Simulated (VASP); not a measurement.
# AlN (wurtzite) (P6_3mc) in VASP: notebook

AlN (wurtzite) is run at these levels: PBE; tasks: single point.

Program: VASP 6.6.1. These are calculated values, not measurements. Logs are shortened: lines on timing, memory, paths and dates and some standing lists are left out, and cuts for length are marked.

## 1. The cell of the first run

Symmetry: P6_3mc, No. 186, hexagonal system. The conventional cell has a = 3.130 Å, b = 3.130 Å, c = 5.017 Å, α = 90.00°, β = 90.00°, γ = 120.00°. Within 2.5 Å of Al (site symmetry 3m) lie 4 N at 1.90 to 1.91 Å. Within 2.5 Å of N (site symmetry 3m) lie 4 Al at 1.90 to 1.91 Å.

## 2. Single point, PBE

Contents of INCAR:

```
SYSTEM = AlN
  ALGO = Normal
  EDIFF = 1E-7
  ENCUT = 520
  GGA = PE
  ISIF = 2
  ISMEAR = 0
  LASPH = .TRUE.
  LCHARG = .FALSE.
  LREAL = .FALSE.
  LWAVE = .FALSE.
  NBANDS = 16
  NELM = 80
  PREC = Accurate
  SIGMA = 0.01
```

Contents of KPOINTS:

```
k-points
0
G
  8 8 5
  0 0 0
```

Contents of POSCAR:

```
AlN
1.0
    3.1298000000      0.0000000000      0.0000000000
   -1.5649000000      2.7104863088      0.0000000000
    0.0000000000      0.0000000000      5.0173166072
Al N
2 2
Direct
    0.3333333333      0.6666666667      0.0002274302
    0.6666666667      0.3333333333      0.5002274302
    0.3333333333      0.6666666667      0.3817725698
    0.6666666667      0.3333333333      0.8817725698
```

Potentials or basis: VASP PAW PBE potentials, release 64 (Al, N).

The run is started by

```sh
$ cat potpaw_PBE.64/Al/POTCAR potpaw_PBE.64/N/POTCAR > POTCAR
$ mpirun -np 1 vasp_std > vasp.out
```

OUTCAR:

```text
SYSTEM = AlN
   EDIFF = 1E-7
   ENCUT = 520
   GGA = PE
   ISIF = 2
   ISMEAR = 0
   LASPH = .TRUE.
   LREAL = .FALSE.
   NELM = 80
   PREC = Accurate

 ion  position               nearest neighbor table
   1  0.333  0.667  0.000-   4 1.90   4 1.90   4 1.90   3 1.91   2 3.09   2 3.09   2 3.09   2 3.09
                             2 3.09   2 3.09
   2  0.667  0.333  0.500-   3 1.90   3 1.90   3 1.90   4 1.91   1 3.09   1 3.09   1 3.09   1 3.09
                             1 3.09   1 3.09
   3  0.333  0.667  0.382-   2 1.90   2 1.90   2 1.90   1 1.91
   4  0.667  0.333  0.882-   1 1.90   1 1.90   1 1.90   2 1.91

  LATTYP: Found a hexagonal cell.
 ALAT       =     3.1298000000
 C/A-ratio  =     1.6030789850

  Lattice vectors:

 A1 = (   3.1298000000,   0.0000000000,   0.0000000000)
 A2 = (  -1.5649000000,   2.7104863088,   0.0000000000)
 A3 = (   0.0000000000,   0.0000000000,   5.0173166072)

Analysis of symmetry for initial positions (statically):
=====================================================================
 Subroutine PRICEL returns:
 Original cell was already a primitive cell.

 Routine SETGRP: Setting up the symmetry group for a
 hexagonal supercell.

 Subroutine GETGRP returns: Found 12 space group operations
 (whereof  6 operations were pure point group operations)
 out of a pool of 24 trial point group operations.

The static configuration has the point symmetry C_3v.
 The point group associated with its full space group is C_6v.

Analysis of symmetry for dynamics (positions and initial velocities):
=====================================================================
 Subroutine PRICEL returns:
 Original cell was already a primitive cell.

 Routine SETGRP: Setting up the symmetry group for a
 hexagonal supercell.

 Subroutine GETGRP returns: Found 12 space group operations
 (whereof  6 operations were pure point group operations)
 out of a pool of 24 trial point group operations.

The dynamic configuration has the point symmetry C_3v.
 The point group associated with its full space group is C_6v.

 Subroutine INISYM returns: Found 12 space group operations
 (whereof  6 operations are pure point group operations),
 and found     1 'primitive' translations

----------------------------------------------------------------------------------------

                                     Primitive cell

  volume of cell :      42.5633

  direct lattice vectors                    reciprocal lattice vectors
     3.129800000  0.000000000  0.000000000     0.319509234  0.184468742  0.000000000
[... 96 lines left out ...]
   ISIF   =      2    stress and relaxation
   ISYM   =      2    0-nonsym 1-usesym 2-fastsym
   POTIM  = 0.5000    time-step for ionic-motion
   TEBEG  =    0.0;   TEEND  =   0.0 temperature during run
   PSTRESS=    0.0 pullay stress
   NELECT =      16.0000    total number of electrons
   NUPDOWN=      -1.0000    fix difference up-down
   EMIN   =  10.00;   EMAX   =-10.00  energy-range for DOS
   EFERMI =   0.00;   METHOD = LEGACY
   ISMEAR =     0;   SIGMA  =   0.01  broadening in eV -4-tet -1-fermi 0-gaus
   EFERMI_NEDOS =   21; number of points for ismear=-14 and -15
   IALGO  =     38    algorithm
   IMIX   =      4    mixing-type and parameters
     AMIX     =   0.40;   BMIX     =  1.00
     AMIX_MAG =   1.60;   BMIX_MAG =  1.00
  volume/ion in A,a.u.               =      10.64        71.81
  Fermi-wavevector in a.u.,A,eV,Ry     =   1.181507  2.232725 18.993180  1.395959
  Thomas-Fermi vector in A             =   2.317779
   LORBIT       =      0    0 simple, 1 ext, 2 COOP (PROOUT), +10 PAW based schemes
   GGA     = PE    functional components
   LHFCALC =     F    Hartree Fock is set to
   AEXX    =    0.0000 exact exchange contribution
   IVDW    =     0    specifies the selected vdW correction
   LEPSILON=     F    determine dielectric tensor
   LRPA    =     F    only Hartree local field effects (RPA)
 non-spin polarized calculation
 Gauss-broadening in eV      SIGMA  =   0.01
  energy-cutoff  :      520.00
  volume of cell :       42.56
 maximum number of plane-waves:      1160
 NGX is ok and might be reduce to    24
   NGX = 11   NGY = 11   NGZ = 19

 number of electron      15.9999998 magnetization

 Free energy of the ion-electron system (eV)
  ---------------------------------------------------
  ext. energy  EPLUGINS =         0.00000000
  ---------------------------------------------------
  free energy    TOTEN  =       -29.78044583 eV

  energy without entropy =      -29.78044583  energy(sigma->0) =      -29.78044583

 E-fermi :   6.0123     XC(G=0): -10.8287

 val. band max:        5.9684555268   @ k =   0.0000   0.0000   0.0000
 cond. band min:      10.0149810562   @ k =   0.0000   0.0000   0.0000
 fundamental gap:      4.0465255294
 Fermi energy:         6.0122774208

 k-point     1 :       0.0000    0.0000    0.0000
  band No.  band energies     occupation
      1      -9.1016      2.00000
      2      -7.0176      2.00000
      3       0.0610      2.00000
      4       5.1228      2.00000
      5       5.1228      2.00000
      6       5.7655      2.00000
[... 433 lines left out ...]
      3       0.7950      2.00000
      4       1.1826      2.00000
      5       3.9671      2.00000
      6       4.4495      2.00000
[... 8 lines left out ...]
     15      18.4476      0.00000
     16      19.6039      0.00000

 [... further k-points ...]

------------------------ aborting loop because EDIFF is reached ----------------------------------------

  FORCE on cell =-STRESS in cart. coord.  units (eV):
  Direction    XX          YY          ZZ          XY          YZ          ZX
  --------------------------------------------------------------------------------------
  -------------------------------------------------------------------------------------
  Total       -0.0533510     -0.0533510     -0.0397175      0.0000000      0.0000000      0.0000000
  in kB       -2.0082488     -2.0082488     -1.4950556      0.0000000      0.0000000      0.0000000
  external PRESSURE =      -1.8371844 kB  Pullay stress =       0.0000000 kB

 VOLUME and BASIS-vectors are now :
 -----------------------------------------------------------------------------
  energy-cutoff  :      520.00
  volume of cell :       42.56
      direct lattice vectors                 reciprocal lattice vectors
     3.129800000  0.000000000  0.000000000     0.319509234  0.184468742  0.000000000
    -1.564900000  2.710486309  0.000000000     0.000000000  0.368937484  0.000000000
     0.000000000  0.000000000  5.017316607     0.000000000  0.000000000  0.199309726

 POSITION                                       TOTAL-FORCE (eV/Angst)
 -----------------------------------------------------------------------------------
     -0.00000      1.80699      0.00114        -0.000000     -0.000000      0.000717
      1.56490      0.90350      2.50980        -0.000000      0.000000      0.000717
     -0.00000      1.80699      1.91547        -0.000000      0.000000     -0.000717
      1.56490      0.90350      4.42413         0.000000     -0.000000     -0.000717
 -----------------------------------------------------------------------------------
    total drift:                               -0.000000      0.000000      0.000606

  FREE ENERGIE OF THE ION-ELECTRON SYSTEM (eV)
  ---------------------------------------------------
  free  energy   TOTEN  =       -29.7804458281 eV

  energy  without entropy=      -29.7804458281  energy(sigma->0) =      -29.78044583
```

Run time: 21 s. Hardware: 1 thread of Intel Xeon 8259CL, shared host; peak memory 0.16 GiB.

Results:

```yaml
Free_energy: -29.7804 eV
Pressure: -0.2 GPa
Band_gap_on_the_k_mesh: 4.05 eV, direct
```

Levels at points of the mesh, in eV from the valence-band top:
```tsv
k point	band 6	band 7	band 8	band 9	band 10	band 11
(0.00, 0.00, 0.00)	-0.20	-0.20	0.00	4.05	6.51	10.46
(0.50, 0.00, 0.00)	-2.05	-1.74	-0.68	5.76	5.76	8.03
```

As with any semilocal functional, this PBE gap is likely too small.

## 3. Single point, PBE

Contents of INCAR:

```
SYSTEM = AlN
PREC = Accurate
ENCUT = 520
EDIFF = 1E-6
ISMEAR = 0
SIGMA = 0.01
LREAL = .False.
LASPH = .True.
NELM = 100
ALGO = Normal
ISIF = 2
LWAVE = .False.
LCHARG = .False.
GGA = PE
NBANDS = 16
```

Contents of KPOINTS:

```
Automatic mesh
0
Gamma
  8 8 5
  0 0 0
```

Contents of POSCAR:

```
AlN
1.0
    3.1298000000      0.0000000000      0.0000000000
   -1.5649000000      2.7104863088      0.0000000000
    0.0000000000      0.0000000000      5.0170000000
Al N
2 2
Direct
    0.3333333333      0.6666666667      0.0000000000
    0.6666666667      0.3333333333      0.5000000000
    0.3333333333      0.6666666667      0.3820000000
    0.6666666667      0.3333333333      0.8820000000
```

Potentials or basis: VASP PAW PBE potentials, release 64 (Al, N).

The run is started by

```sh
$ cat potpaw_PBE.64/Al/POTCAR potpaw_PBE.64/N/POTCAR > POTCAR
$ mpirun -np 1 vasp_std > vasp.out
```

Wall time 20 s (1 thread of Intel Xeon 8259CL, shared host); peak memory 0.16 GiB.

Results (log left out):

```
Free energy            : -29.7804 eV
Pressure               : -0.2 GPa
Largest force          : 0.027 eV/Å
Band gap on the k mesh : 4.04 eV, direct
```

Forces in eV/Å, atoms in the order of the input:
```
Al   0.000  0.000  0.027
Al   0.000  0.000  0.027
N    0.000  0.000 -0.027
N    0.000  0.000 -0.027
```

Stress tensor (GPa, compression positive):
```
-0.10  0.00  0.00
 0.00 -0.10  0.00
 0.00  0.00 -0.30
```

Levels at points of the mesh, in eV from the valence-band top:
| k point | band 4 | band 5 | band 6 | band 7 | band 8 | band 9 | band 10 | band 11 | band 12 | band 13 |
| --- | --- | --- | --- | --- | --- | --- | --- | --- | --- | --- |
| (0.00, 0.00, 0.00) | -0.86 | -0.86 | -0.21 | -0.21 | 0.00 | 4.04 | 6.51 | 10.46 | 11.02 | 11.02 |
| (0.50, 0.00, 0.00) | -4.13 | -3.30 | -2.06 | -1.75 | -0.69 | 5.75 | 5.76 | 8.02 | 10.14 | 10.80 |

A hybrid or GW would open this gap; PBE tends to underestimate it.
